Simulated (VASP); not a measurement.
A run of VASP 6.6.1 is set up as follows.

File INCAR:

```
PREC     = Accurate       # precision mode
ENCUT    = 520            # plane-wave cutoff, eV
EDIFF    = 1E-6           # SCF threshold, eV
ISMEAR   = -1             # smearing method
SIGMA    = 0.05           # smearing width, eV
LREAL    = False          # projectors in reciprocal space
LASPH    = True           # aspherical terms in the spheres
NELM     = 60             # most SCF steps
ALGO     = Normal         # electronic algorithm
ISIF     = 2              # what is computed and relaxed
LWAVE    = False          # write WAVECAR
LCHARG   = False          # write CHGCAR
GGA      = PE             # functional
IVDW     = 12             # dispersion correction
NBANDS   = 36             # bands
```

The input KPOINTS:

```
Automatic mesh
0
Gamma
  5 5 5
```

File POSCAR:

```
Ca3Lu
1.0
    5.2821056314      0.0000000000      0.0000000000
    0.0000000000      5.2821056314      0.0000000000
    0.0000000000      0.0000000000      5.2821056314
Lu Ca
1 3
Direct
    0.5000000000      0.5000000000      0.5000000000
    0.0000000000      0.0000000000      0.5000000000
    0.0000000000      0.5000000000      0.0000000000
    0.5000000000      0.0000000000      0.0000000000
```

Potentials or basis: VASP PAW PBE potentials, release 64 (Lu, Ca_sv).

Launch:

```console
$ cat potpaw_PBE.64/Lu/POTCAR potpaw_PBE.64/Ca_sv/POTCAR > POTCAR
$ mpirun -np 1 vasp_std > vasp.out
```

**Question.** Estimate the pressure.

**Answer.** 0.0 GPa.

**Question.** What does it give for the dispersion energy per atom?

**Answer.** -0.265 eV.

**Question.** Estimate the band gap on the k mesh.

**Answer.** Zero (an odd number of electrons rules out a gap without spin polarisation).

Caveat: three body term missing; spin-orbit coupling is left out, which moves the levels of the heavy elements.
